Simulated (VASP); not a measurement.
A run of VASP 6.6.1 is set up as follows.

Contents of INCAR:

```
  ALGO = Normal
  EDIFF = 1E-7
  ENCUT = 520
  ISIF = 2
  ISMEAR = 0
  LASPH = T
  LCHARG = F
  LREAL = F
  LWAVE = F
  NBANDS = 21
  NELM = 80
  PREC = Accurate
  SIGMA = 0.1
```

The input KPOINTS:

```
k-points
0
Gamma
  11 11 11
```

POSCAR

```
Ge
1.0
   -2.5744897190      2.5744897190      1.3974126432
    2.5744897190     -2.5744897190      1.3974126432
    2.5744897190      2.5744897190     -1.3974126432
Ge
2
Direct
    0.5000000000      0.5000000000      0.0000000000
    0.2500000000      0.7500000000      0.5000000000
```

Potentials or basis: VASP PAW LDA potentials, release 64 (Ge_d).

Command:

```sh
$ cat potpaw_LDA.64/Ge_d/POTCAR > POTCAR
$ mpirun -np 1 vasp_std > vasp.out
```

(1) Predict the pressure.

(2) Predict the band gap on the k mesh.

Answers

(1) -2.4 GPa.

(2) zero (band 14 reaches 8.21 eV, above the bottom of band 15 at 3.57 eV).
